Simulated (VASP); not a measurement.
# Li2S (Fm-3m) in VASP: single point with HSE06

Aim: the single point of Li2S with HSE06.

Program: VASP 6.6.1. These are calculated values, not measurements. Logs are shortened: lines on timing, memory, paths and dates and some standing lists are left out, and cuts for length are marked.

## Step 1: The cell of the first run

It takes space group Fm-3m (No. 225, cubic). The conventional cell has a = 5.370 Å, b = 5.370 Å, c = 5.370 Å, α = 90.00°, β = 90.00°, γ = 90.00°. Within 3.1 Å of Li (site symmetry -43m) lie 4 S at 2.33 Å and 6 Li at 2.68 Å. Within 3.1 Å of S (site symmetry m-3m) lie 8 Li at 2.33 Å.

## Step 2: Single point, HSE06 (strain -5.6%)

POSCAR reads:

```
Li2S
1.0
    0.0000000000      2.6848197719      2.6848197719
    2.6848197719      0.0000000000      2.6848197719
    2.6848197719      2.6848197719      0.0000000000
Li S
2 1
Direct
    0.2500000000      0.2500000000      0.2500000000
    0.7500000000      0.7500000000      0.7500000000
    0.0000000000      0.0000000000      0.0000000000
```

INCAR.step1 reads:

```
PREC     = Accurate       # precision mode
ENCUT    = 650            # plane-wave cutoff, eV
EDIFF    = 1E-5           # SCF threshold, eV
ISMEAR   = 0              # smearing method
SIGMA    = 0.01           # smearing width, eV
LREAL    = F              # projectors in reciprocal space
LASPH    = T              # aspherical terms in the spheres
NELM     = 120            # most SCF steps
ALGO     = Normal         # electronic algorithm
ISIF     = 2              # what is computed and relaxed
LWAVE    = T              # write WAVECAR
LCHARG   = F              # write CHGCAR
NBANDS   = 13             # bands
GGA      = PE             # functional
GGA_COMPAT= F
```

INCAR.step2 reads:

```
PREC     = Accurate       # precision mode
ENCUT    = 650            # plane-wave cutoff, eV
EDIFF    = 1E-6           # SCF threshold, eV
ISMEAR   = 0              # smearing method
SIGMA    = 0.01           # smearing width, eV
LREAL    = F              # projectors in reciprocal space
LASPH    = T              # aspherical terms in the spheres
NELM     = 120            # most SCF steps
ALGO     = Normal         # electronic algorithm
ISIF     = 2              # what is computed and relaxed
LWAVE    = F              # write WAVECAR
LCHARG   = F              # write CHGCAR
GGA      = PE             # functional
LHFCALC  = T              # exact exchange
HFSCREEN = 0.2079         # screening, 1/A
PRECFOCK = Normal       
NBANDS   = 13             # bands
ISTART   = 1            
GGA_COMPAT= F
```

KPOINTS reads:

```
Automatic mesh
0
Gamma
  6 6 6
```

Potentials or basis: VASP PAW PBE potentials, release 64 (Li_sv, S).

On the command line:

```
cat potpaw_PBE.64/Li_sv/POTCAR potpaw_PBE.64/S/POTCAR > POTCAR
cp INCAR.step1 INCAR
mpirun -np 1 vasp_std > vasp.out
cp INCAR.step2 INCAR
mpirun -np 1 vasp_std > vasp.out
```

OUTCAR:

```text
PREC = Accurate
   ENCUT = 650
   EDIFF = 1E-6
   ISMEAR = 0
   LREAL = F
   LASPH = T
   NELM = 120
   ISIF = 2
   GGA = PE
   LHFCALC = T
   HFSCREEN = 0.2079
   PRECFOCK = Normal
   ISTART = 1

 ion  position               nearest neighbor table
   1  0.250  0.250  0.250-   3 2.33   3 2.33   3 2.33   3 2.33
   2  0.750  0.750  0.750-   3 2.33   3 2.33   3 2.33   3 2.33
   3  0.000  0.000  0.000-   1 2.33   2 2.33   2 2.33   2 2.33   2 2.33   1 2.33   1 2.33   1 2.33

  LATTYP: Found a face centered cubic cell.
 ALAT       =     5.3696395438

  Lattice vectors:

 A1 = (   0.0000000000,   2.6848197719,   2.6848197719)
 A2 = (   2.6848197719,   0.0000000000,   2.6848197719)
 A3 = (   2.6848197719,   2.6848197719,   0.0000000000)

Analysis of symmetry for initial positions (statically):
=====================================================================
 Subroutine PRICEL returns:
 Original cell was already a primitive cell.

 Routine SETGRP: Setting up the symmetry group for a
 face centered cubic supercell.

 Subroutine GETGRP returns: Found 48 space group operations
 (whereof 48 operations were pure point group operations)
 out of a pool of 48 trial point group operations.

The static configuration has the point symmetry O_h .

Analysis of symmetry for dynamics (positions and initial velocities):
=====================================================================
 Subroutine PRICEL returns:
 Original cell was already a primitive cell.

 Routine SETGRP: Setting up the symmetry group for a
 face centered cubic supercell.

 Subroutine GETGRP returns: Found 48 space group operations
 (whereof 48 operations were pure point group operations)
 out of a pool of 48 trial point group operations.

The dynamic configuration has the point symmetry O_h .

 Subroutine INISYM returns: Found 48 space group operations
 (whereof 48 operations are pure point group operations),
 and found     1 'primitive' translations

----------------------------------------------------------------------------------------

                                     Primitive cell

  volume of cell :      38.7057

  direct lattice vectors                    reciprocal lattice vectors
     0.000000000  2.684819772  2.684819772    -0.186232240  0.186232240  0.186232240
     2.684819772  0.000000000  2.684819772     0.186232240 -0.186232240  0.186232240
     2.684819772  2.684819772  0.000000000     0.186232240  0.186232240 -0.186232240

  length of vectors
     3.796908534  3.796908534  3.796908534     0.322563702  0.322563702  0.322563702

  position of ions in fractional coordinates (direct lattice)
     0.250000000  0.250000000  0.250000000
     0.750000000  0.750000000  0.750000000
     0.000000000  0.000000000  0.000000000

  ion indices of the primitive-cell ions
   primitive index   ion index
                 1           1
                 2           2
                 3           3

----------------------------------------------------------------------------------------

 KPOINTS: Automatic mesh

Automatic generation of k-mesh.
 Grid dimensions read from file:
 generate k-points for:    6    6    6

 Generating k-lattice:

  Cartesian coordinates                     Fractional coordinates (reciprocal lattice)
    -0.031038707  0.031038707  0.031038707     0.166666667  0.000000000  0.000000000
     0.031038707 -0.031038707  0.031038707     0.000000000  0.166666667  0.000000000
     0.031038707  0.031038707 -0.031038707     0.000000000  0.000000000  0.166666667

  Length of vectors
     0.053760617  0.053760617  0.053760617

  Shift w.r.t. Gamma in fractional coordinates (k-lattice)
     0.000000000  0.000000000  0.000000000

 Subroutine IBZKPT returns following result:
 ===========================================

 Found     16 irreducible k-points:

 Following reciprocal coordinates:
            Coordinates               Weight
  0.000000  0.000000  0.000000      1.000000
  0.166667  0.000000  0.000000      8.000000
  0.333333  0.000000  0.000000      8.000000
  0.500000  0.000000  0.000000      4.000000
  0.166667  0.166667  0.000000      6.000000
  0.333333  0.166667  0.000000     24.000000
[... 8 lines left out ...]
 -0.333333  0.333333  0.166667     24.000000
 -0.333333  0.500000  0.166667     12.000000
   k-points           NKPTS =     16   k-points in BZ     NKDIM =    216   number of bands    NBANDS=     13
   number of dos      NEDOS =    301   number of ions     NIONS =      3
   total plane-waves  NPLWV =  32768
   dimension x,y,z NGX =    32 NGY =   32 NGZ =   32
   dimension x,y,z NGXF=    64 NGYF=   64 NGZF=   64
   ions per type =               2   1
   NGX,Y,Z   is equivalent  to a cutoff of  14.01, 14.01, 14.01 a.u.
   NGXF,Y,Z  is equivalent  to a cutoff of  28.02, 28.02, 28.02 a.u.
 SYSTEM =  unknown system
   PREC   = accura    normal or accurate (medium, high low for compatibility)
   ISTART =      1    job   : 0-new  1-cont  2-samecut
   ICHARG =      0    charge: 1-file 2-atom 10-const
   ISPIN  =      1    spin polarized calculation?
   LNONCOLLINEAR =      F non collinear calculations
   LSORBIT =      F    spin-orbit coupling
   LASPH  =      T    aspherical Exc in radial PAW
   ENCUT  =  650.0 eV  47.77 Ry    6.91 a.u.   7.89  7.89  7.89*2*pi/ulx,y,z
   NELM   =    120;   NELMIN=  2; NELMDL=  0     # of ELM steps
   EDIFF  = 0.1E-05   stopping-criterion for ELM
   LREAL  =      F    real-space projection
   EDIFFG = 0.1E-04   stopping-criterion for IOM
   NSW    =      0    number of steps for IOM
   IBRION =     -1    ionic relax: 0-MD 1-quasi-New 2-CG
   NFREE  =      0    steps in history (QN), initial steepest desc. (CG)
   ISIF   =      2    stress and relaxation
   ISYM   =      3    0-nonsym 1-usesym 2-fastsym
   POTIM  = 0.5000    time-step for ionic-motion
   TEBEG  =    0.0;   TEEND  =   0.0 temperature during run
   PSTRESS=    0.0 pullay stress
   NELECT =      12.0000    total number of electrons
   NUPDOWN=      -1.0000    fix difference up-down
   EMIN   =  10.00;   EMAX   =-10.00  energy-range for DOS
   EFERMI =   0.00;   METHOD = LEGACY
   ISMEAR =     0;   SIGMA  =   0.01  broadening in eV -4-tet -1-fermi 0-gaus
   EFERMI_NEDOS =   21; number of points for ismear=-14 and -15
   IALGO  =     38    algorithm
   IMIX   =      1    mixing-type and parameters
     AMIX     =   0.40;   BMIX     =  1.00
     AMIX_MAG =   1.60;   BMIX_MAG =  1.00
  volume/ion in A,a.u.               =      12.90        87.07
  Fermi-wavevector in a.u.,A,eV,Ry     =   1.108009  2.093834 16.703666  1.227685
  Thomas-Fermi vector in A             =   2.244531
   LORBIT       =      0    0 simple, 1 ext, 2 COOP (PROOUT), +10 PAW based schemes
   GGA     = PE    functional components
   LHFCALC =     T    Hartree Fock is set to
   PRECFOCK=normal    Normal, Fast or Accurate (Low or Medium for compatibility)
   ENCUT4O =  -1.0   cutoff for four orbital integrals eV
   NKREDX  =     1    reduce k-point grid by
   NKREDY  =     1    reduce k-point grid by
   NKREDZ  =     1    reduce k-point grid by
   AEXX    =    0.2500 exact exchange contribution
   HFSCREEN=    0.2079 screening length (either q_TF or 0.3 A-1)
   HFSCREENC=   0.2079 screening length for correlation (either q_TF or 0.3 A-1)
   ENCUTFOCK=  -1.0 apply spherical cutoff to Coloumb kernel
   IVDW    =     0    specifies the selected vdW correction
   LEPSILON=     F    determine dielectric tensor
   LRPA    =     F    only Hartree local field effects (RPA)
 non-spin polarized calculation
 Gauss-broadening in eV      SIGMA  =   0.01
  energy-cutoff  :      650.00
  volume of cell :       38.71
 maximum number of plane-waves:      1470
  NGX = 24; NGY = 24; NGZ = 24

 number of electron      11.9999990 magnetization

 Free energy of the ion-electron system (eV)
  ---------------------------------------------------
  ext. energy  EPLUGINS =         0.00000000
  ---------------------------------------------------
  free energy    TOTEN  =       -13.33241802 eV

  energy without entropy =      -13.33241802  energy(sigma->0) =      -13.33241802

 E-fermi :   2.0617     XC(G=0):  -7.6560

 val. band max:        1.9554459922   @ k =   0.0000   0.0000   0.0000
 cond. band min:       6.1209663496   @ k =   0.5000   0.5000   0.0000
 fundamental gap:      4.1655203574
 Fermi energy:         2.0617393697

 k-point     1 :       0.0000    0.0000    0.0000
  band No.  band energies     occupation
      1     -44.9302      2.00000
      2     -44.8432      2.00000
      3     -10.8027      2.00000
      4       1.9554      2.00000
      5       1.9554      2.00000
      6       1.9554      2.00000
      7       8.3246      0.00000
      8       9.3962      0.00000
      9       9.3962      0.00000
     10       9.3962      0.00000
     11      14.9730      0.00000
     12      14.9730      0.00000
     13      16.6453      0.00000

 k-point     2 :       0.1667    0.0000    0.0000
  band No.  band energies     occupation
      1     -44.9237      2.00000
      2     -44.8481      2.00000
      3     -10.6565      2.00000
      4       0.7146      2.00000
      5       1.7492      2.00000
      6       1.7492      2.00000
      7       8.9346      0.00000
      8       9.8639      0.00000
      9       9.8639      0.00000
     10      10.3825      0.00000
     11      13.6153      0.00000
     12      13.6153      0.00000
     13      17.1000      0.00000
[... 193 lines left out ...]
 k-point    15 :      -0.3333    0.3333    0.1667
  band No.  band energies     occupation
      1     -44.8832      2.00000
      2     -44.8831      2.00000
      3      -9.9752      2.00000
      4      -1.2187      2.00000
      5      -0.1169      2.00000
      6       0.3336      2.00000
      7       8.8671      0.00000
      8      10.6582      0.00000
      9      13.0023      0.00000
     10      13.7099      0.00000
     11      13.8535      0.00000
     12      16.5035      0.00000
     13      17.9236      0.00000

 k-point    16 :      -0.3333    0.5000    0.1667
  band No.  band energies     occupation
      1     -44.8903      2.00000
      2     -44.8754      2.00000
      3      -9.9256      2.00000
      4      -0.6934      2.00000
      5      -0.3737      2.00000
      6      -0.2580      2.00000
      7       7.7313      0.00000
      8      11.7200      0.00000
      9      12.3967      0.00000
     10      14.2829      0.00000
     11      16.4035      0.00000
     12      16.9024      0.00000
     13      17.5788      0.00000

------------------------ aborting loop because EDIFF is reached ----------------------------------------

  FORCE on cell =-STRESS in cart. coord.  units (eV):
  Direction    XX          YY          ZZ          XY          YZ          ZX
  --------------------------------------------------------------------------------------
  -------------------------------------------------------------------------------------
  Total        2.2954336      2.2954336      2.2954336     -0.0000000      0.0000000      0.0000000
  in kB       95.0166915     95.0166915     95.0166915     -0.0000000      0.0000000      0.0000000
  external PRESSURE =      95.0166915 kB  Pullay stress =       0.0000000 kB

 VOLUME and BASIS-vectors are now :
 -----------------------------------------------------------------------------
  energy-cutoff  :      650.00
  volume of cell :       38.71
      direct lattice vectors                 reciprocal lattice vectors
     0.000000000  2.684819772  2.684819772    -0.186232240  0.186232240  0.186232240
     2.684819772  0.000000000  2.684819772     0.186232240 -0.186232240  0.186232240
     2.684819772  2.684819772  0.000000000     0.186232240  0.186232240 -0.186232240

 POSITION                                       TOTAL-FORCE (eV/Angst)
 -----------------------------------------------------------------------------------
      1.34241      1.34241      1.34241        -0.000000     -0.000000      0.000000
      4.02723      4.02723      4.02723         0.000000      0.000000     -0.000000
      0.00000      0.00000      0.00000         0.000000     -0.000000      0.000000
 -----------------------------------------------------------------------------------
    total drift:                                0.000000     -0.000000      0.000000

  FREE ENERGIE OF THE ION-ELECTRON SYSTEM (eV)
  ---------------------------------------------------
  free  energy   TOTEN  =       -13.3324180175 eV

  energy  without entropy=      -13.3324180175  energy(sigma->0) =      -13.33241802
```

Wall time 18 min (1 thread of Intel Xeon Platinum 8259CL at 2.50GHz (Skylake/Cascade Lake), shared host); peak memory 0.29 GiB.

Results:

- Free energy: -13.3324 eV
- Pressure: 9.5 GPa
- Band gap on the k mesh: 4.17 eV (least direct gap 6.13 eV)

Caveat: the cell differs from its parent crystal (strain -5.6%); the cell stands under pressure; the PAW data sets were made with another functional, which shifts forces and pressure a little.
